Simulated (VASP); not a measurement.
Set up this calculation in VASP 6.6.1, as the native input.

* Task: single point
* Functional: PBE
* Potentials or basis: VASP PAW PBE potentials, release 64 (Hg_sv_GW, H)
* Cutoff: 410 eV
* k mesh: 1 × 1 × 1
* Occupations: gaussian, width 0.01 eV
* Spin: no spin polarisation
* Dipole correction: no
* Second run: valence_matched
* Further INCAR settings: ALGO = Normal; EDIFF = 1e-06; NBANDS = 18; NELMDL = -8

The structure of HgH2 (Hg(H)2) lies in POSCAR:

```
HgH2
1.0
    9.0000000000      0.0000000000      0.0000000000
    0.0000000000      9.0000000000      0.0000000000
    0.0000000000      0.0000000000     12.3100000000
Hg H
1 2
Direct
    0.5000000000      0.5000000000      0.5000991100
    0.5000000000      0.5000000000      0.6346417500
    0.5000000000      0.5000000000      0.3655564600
```

These files were run (other wordings do the same):

INCAR

```
SYSTEM = HgH2
PREC = Accurate ; ENCUT = 410
EDIFF = 1E-6 ; ISMEAR = 0
SIGMA = 0.01 ; LREAL = .FALSE.
LASPH = .TRUE. ; NELM = 120
ALGO = Normal ; ISIF = 2
LWAVE = .FALSE. ; LCHARG = .FALSE.
GGA = PE ; NBANDS = 18
GGA_COMPAT = .FALSE. ; NELMDL = -8
```

KPOINTS

```
Automatic mesh
0
G
  1 1 1
  0 0 0
```

Potentials or basis: VASP PAW PBE potentials, release 64 (Hg_sv_GW, H).

Launch:

```bash
$ cat potpaw_PBE.64/Hg_sv_GW/POTCAR potpaw_PBE.64/H/POTCAR > POTCAR
$ mpirun -np 1 vasp_gam > vasp.out
```

Results of the run:

```yaml
Largest_force: 0.013 eV/Å
Gap_between_the_frontier_levels: 5.54 eV
```

Caveat: spin-orbit coupling is left out, which moves the levels of the heavy elements.

Run time: 40 s on 1 thread of Intel(R) Xeon(R) Platinum 8375C CPU @ 2.90GHz (Ice Lake), on a shared host, peak memory 0.61 GiB.
